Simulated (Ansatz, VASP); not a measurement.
## One calculation of Si3N4, two programs

```
Si N
1.0
     7.61700    0.00000    0.00000
    -3.80850    6.59652    0.00000
     0.00000    0.00000    2.94253
Si N
6 8
Cartesian
  -1.5990 5.0657 0.7356
  2.4304 1.1481 2.2069
  0.2209 2.6789 0.7356
  5.4075 1.5308 2.2069
  1.3781 5.4484 0.7356
  3.5876 3.9176 2.2069
  0.0000 4.3977 0.7356
  3.8085 2.1988 2.2069
  2.3977 0.1979 0.7356
  1.0275 2.1755 2.2069
  6.2467 1.9776 0.7356
  1.4108 6.3986 2.2069
  2.7810 4.4211 0.7356
  -2.4382 4.6190 2.2069
```

Change from the starting cell: z stretched by +1 %, ions relaxed.

Alike in both runs: task relaxation of the atoms; functional PBE; k mesh 4 × 4 × 9; occupations fermi-dirac, width 0.02 eV; no spin polarisation.

```csv
,VASP,Ansatz
version,VASP 6.6.1,Ansatz 0.2.0
potentials or method,"VASP PAW PBE potentials, release 64 (Si, N)","plane-wave PAW, scalar-relativistic"
plane-wave cutoff (eV),520,420
valence electrons in the cell,64,64
```

|  | VASP | Ansatz | Ansatz less VASP |
| --- | --- | --- | --- |
| gap on the k mesh at the Fermi level, each at its own relaxed structure (eV) | 4.11 | 4.12 | +0.012 |

Ansatz's warnings: stress scf threshold loose.
